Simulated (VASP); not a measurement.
# SnO (Ama2) in VASP: single point with PBEsol

Aim: the single point of SnO with PBEsol.

Everything below comes from runs of VASP 6.6.1. Logs are shortened: lines on timing, memory, paths and dates and some standing lists are left out, and cuts for length are marked.

## 1. The cell of the first run

The structure is orthorhombic, space group Ama2 (No. 40). Conventional cell: a = 3.316 Å, b = 22.820 Å, c = 3.894 Å, α = 90.00°, β = 90.00°, γ = 90.00°. Sn (site symmetry m) has 3 O at 2.13 to 2.14 Å within 2.8 Å. Within 2.8 Å of Sn (site symmetry m) lie 3 O at 2.13 to 2.14 Å. Within 2.9 Å of O (site symmetry m) lie 3 Sn at 2.13 to 2.14 Å and 4 O at 2.87 Å. Within 2.9 Å of O (site symmetry m) lie 3 Sn at 2.13 to 2.14 Å and 4 O at 2.87 Å.

## 2. Single point, PBEsol (the part above a cut slid along it)

Input file INCAR:

```
PREC     = Accurate       # precision mode
ENCUT    = 520            # plane-wave cutoff, eV
EDIFF    = 1E-7           # SCF threshold, eV
ISMEAR   = 0              # smearing method
SIGMA    = 0.05           # smearing width, eV
LREAL    = False          # projectors in reciprocal space
LASPH    = True           # aspherical terms in the spheres
NELM     = 100            # most SCF steps
ALGO     = Normal         # electronic algorithm
ISIF     = 2              # what is computed and relaxed
LWAVE    = False          # write WAVECAR
LCHARG   = False          # write CHGCAR
GGA      = PS             # functional
ISYM     = 0            
NBANDS   = 50             # bands
```

Input file KPOINTS:

```
Automatic mesh
0
Gamma
  7 8 3
```

Input file POSCAR:

```
SnO
1.0
    0.0000000000      0.0000000000     -3.8941645687
   -3.3156086772      0.0000000000      0.0000000000
    0.0000000000     11.4100010796     -1.9470822844
Sn O
4 4
Direct
    0.0403787075      0.0000000000      0.8668940608
    0.2903787075      0.0000000000      0.3668940608
    0.9072727683      0.5000000000      0.1331059392
    0.6572727683      0.5000000000      0.6331059392
    0.1798341046      0.0000000000      0.1926783149
   -0.0701658953      0.0000000000      0.6926783149
    0.3725124196      0.5000000000      0.8073216851
    0.6225124196      0.5000000000      0.3073216851
```

Potentials or basis: VASP PAW PBE potentials, release 64 (Sn_d, O).

Launch:

```console
> cat potpaw_PBE.64/Sn_d/POTCAR potpaw_PBE.64/O/POTCAR > POTCAR
> mpirun -np 1 vasp_std > vasp.out
```

OUTCAR:

```text
PREC = Accurate
   ENCUT = 520
   EDIFF = 1E-7
   ISMEAR = 0
   LREAL = False
   LASPH = True
   NELM = 100
   ISIF = 2
   GGA = PS
   ISYM = 0

 ion  position               nearest neighbor table
   1  0.040  0.000  0.867-   6 2.13   7 2.14   7 2.14   3 3.46   3 3.46   4 3.70   4 3.70   4 3.70
                             4 3.70
   2  0.290  0.000  0.367-   5 2.13   8 2.14   8 2.14   3 3.70   3 3.70   3 3.70   3 3.70
   3  0.907  0.500  0.133-   8 2.13   5 2.14   5 2.14   1 3.46   1 3.46   2 3.70   2 3.70   2 3.70
                             2 3.70
   4  0.657  0.500  0.633-   7 2.13   6 2.14   6 2.14   1 3.70   1 3.70   1 3.70   1 3.70
   5  0.180  0.000  0.193-   2 2.13   3 2.14   3 2.14
   6  0.930  0.000  0.693-   1 2.13   4 2.14   4 2.14
   7  0.373  0.500  0.807-   4 2.13   1 2.14   1 2.14
   8  0.623  0.500  0.307-   3 2.13   2 2.14   2 2.14

IMPORTANT INFORMATION: All symmetrisations will be switched off!
NOSYMM: (Re-)initialisation of all symmetry stuff for point group C_1.

----------------------------------------------------------------------------------------

                                     Primitive cell

  volume of cell :     147.3205

  direct lattice vectors                    reciprocal lattice vectors
     0.000000000  0.000000000 -3.894164569     0.000000000 -0.043821205 -0.256794489
    -3.315608677  0.000000000  0.000000000    -0.301603747  0.000000000  0.000000000
     0.000000000 11.410001080 -1.947082284     0.000000000  0.087642411  0.000000000

  length of vectors
     3.894164569  3.315608677 11.574940780     0.260506636  0.301603747  0.087642411

  position of ions in fractional coordinates (direct lattice)
     0.040378707  0.000000000  0.866894061
     0.290378707  0.000000000  0.366894061
     0.907272768  0.500000000  0.133105939
     0.657272768  0.500000000  0.633105939
     0.179834105  0.000000000  0.192678315
     0.929834105  0.000000000  0.692678315
     0.372512420  0.500000000  0.807321685
     0.622512420  0.500000000  0.307321685

  ion indices of the primitive-cell ions
   primitive index   ion index
                 1           1
                 2           2
                 3           3
                 4           4
                 5           5
                 6           6
                 7           7
                 8           8

----------------------------------------------------------------------------------------

 KPOINTS: Automatic mesh

[... 95 lines left out ...]
   ISIF   =      2    stress and relaxation
   ISYM   =      0    0-nonsym 1-usesym 2-fastsym
   POTIM  = 0.5000    time-step for ionic-motion
   TEBEG  =    0.0;   TEEND  =   0.0 temperature during run
   PSTRESS=    0.0 pullay stress
   NELECT =      80.0000    total number of electrons
   NUPDOWN=      -1.0000    fix difference up-down
   EMIN   =  10.00;   EMAX   =-10.00  energy-range for DOS
   EFERMI =   0.00;   METHOD = LEGACY
   ISMEAR =     0;   SIGMA  =   0.05  broadening in eV -4-tet -1-fermi 0-gaus
   EFERMI_NEDOS =   21; number of points for ismear=-14 and -15
   IALGO  =     38    algorithm
   IMIX   =      4    mixing-type and parameters
     AMIX     =   0.40;   BMIX     =  1.00
     AMIX_MAG =   1.60;   BMIX_MAG =  1.00
  volume/ion in A,a.u.               =      18.42       124.27
  Fermi-wavevector in a.u.,A,eV,Ry     =   1.335623  2.523961 24.271264  1.783888
  Thomas-Fermi vector in A             =   2.464312
   LORBIT       =      0    0 simple, 1 ext, 2 COOP (PROOUT), +10 PAW based schemes
   GGA     = PS    functional components
   LHFCALC =     F    Hartree Fock is set to
   AEXX    =    0.0000 exact exchange contribution
   IVDW    =     0    specifies the selected vdW correction
   LEPSILON=     F    determine dielectric tensor
   LRPA    =     F    only Hartree local field effects (RPA)
 non-spin polarized calculation
 Gauss-broadening in eV      SIGMA  =   0.05
  energy-cutoff  :      520.00
  volume of cell :      147.32
 maximum number of plane-waves:      3993
 NGX is ok and might be reduce to    30
   NGX = 15   NGY = 13   NGZ = 43

 number of electron      80.0000027 magnetization

 Free energy of the ion-electron system (eV)
  ---------------------------------------------------
  ext. energy  EPLUGINS =         0.00000000
  ---------------------------------------------------
  free energy    TOTEN  =       -47.42403616 eV

  energy without entropy =      -47.42403616  energy(sigma->0) =      -47.42403616

 E-fermi :   6.0729     XC(G=0): -10.2032

 val. band max:        5.8579565670   @ k =   0.0000   0.0000   0.0000
 cond. band min:       6.7164656142   @ k =  -0.4286   0.0000   0.3333
 fundamental gap:      0.8585090471
 Fermi energy:         6.0729436075

 k-point     1 :       0.0000    0.0000    0.0000
  band No.  band energies     occupation
      1     -15.5394      2.00000
      2     -15.5309      2.00000
      3     -15.1793      2.00000
      4     -15.1698      2.00000
      5     -15.0918      2.00000
      6     -15.0824      2.00000
[... 1261 lines left out ...]
     49      11.7727      0.00000
     50      12.3997      0.00000

 [... further k-points ...]

------------------------ aborting loop because EDIFF is reached ----------------------------------------

  FORCE on cell =-STRESS in cart. coord.  units (eV):
  Direction    XX          YY          ZZ          XY          YZ          ZX
  --------------------------------------------------------------------------------------
  -------------------------------------------------------------------------------------
  Total        1.6172158      2.0708262      0.4964770      0.0000028      0.0003504      0.0000016
  in kB       17.5879536     22.5211714      5.3994122      0.0000305      0.0038110      0.0000174
  external PRESSURE =      15.1695124 kB  Pullay stress =       0.0000000 kB

 VOLUME and BASIS-vectors are now :
 -----------------------------------------------------------------------------
  energy-cutoff  :      520.00
  volume of cell :      147.32
      direct lattice vectors                 reciprocal lattice vectors
     0.000000000  0.000000000 -3.894164569     0.000000000 -0.043821205 -0.256794489
    -3.315608677  0.000000000  0.000000000    -0.301603747  0.000000000  0.000000000
     0.000000000 11.410001080 -1.947082284     0.000000000  0.087642411  0.000000000

 POSITION                                       TOTAL-FORCE (eV/Angst)
 -----------------------------------------------------------------------------------
      0.00000      9.89126     -1.84516         0.000001     -0.437811      0.133936
      0.00000      4.18626     -1.84516         0.000000      0.110517      0.013365
     -1.65780      1.51874     -3.79224         0.000001      0.437810      0.133954
     -1.65780      7.22374     -3.79224         0.000000     -0.110529      0.013341
      0.00000      2.19846     -1.07546        -0.000000     -0.146980     -0.127857
      0.00000      7.90346     -4.96963        -0.000001     -0.087199     -0.019937
     -1.65780      9.21154     -3.02255         0.000000      0.146956     -0.127373
     -1.65780      3.50654     -3.02255        -0.000001      0.087235     -0.019429
 -----------------------------------------------------------------------------------
    total drift:                               -0.000003      0.000215      0.000011

  FREE ENERGIE OF THE ION-ELECTRON SYSTEM (eV)
  ---------------------------------------------------
  free  energy   TOTEN  =       -47.4240361647 eV

  energy  without entropy=      -47.4240361647  energy(sigma->0) =      -47.42403616
```

stdout:

```text
POSCAR found type information on POSCAR SnO
 POSCAR found :  2 types and       8 ions
 scaLAPACK will be used
 -----------------------------------------------------------------------------
|                                                                             |
|                                                                             |
[... 21 lines left out ...]
|     Results are often still useful ...                                      |
|                                                                             |
 -----------------------------------------------------------------------------

 POSCAR, INCAR and KPOINTS ok, starting setup
 FFT: planning ... GRIDC
 FFT: planning ... GRID_SOFT
 FFT: planning ... GRID
 WAVECAR not read
 entering main loop
```

It took 13 min on 1 thread of Intel Xeon Platinum 8488C (Sapphire Rapids), shared host; peak memory 0.56 GiB.

What came out:

```
Free energy            : -47.4240 eV
Pressure               : 1.5 GPa
Largest force          : 0.458 eV/Å
Band gap on the k mesh : 0.86 eV (least direct gap 1.18 eV)
```

Forces in eV/Å, atoms in the order of the input:
```
Sn   0.000 -0.438  0.134
Sn   0.000  0.111  0.013
Sn   0.000  0.438  0.134
Sn   0.000 -0.111  0.013
O    0.000 -0.147 -0.128
O    0.000 -0.087 -0.020
O    0.000  0.147 -0.127
O    0.000  0.087 -0.019
```

Caveat: the cell differs from its parent crystal (the part above a cut slid along it); the PAW data sets were made with another functional, which shifts forces and pressure a little; spin-orbit coupling is left out, which moves the levels of the heavy elements.
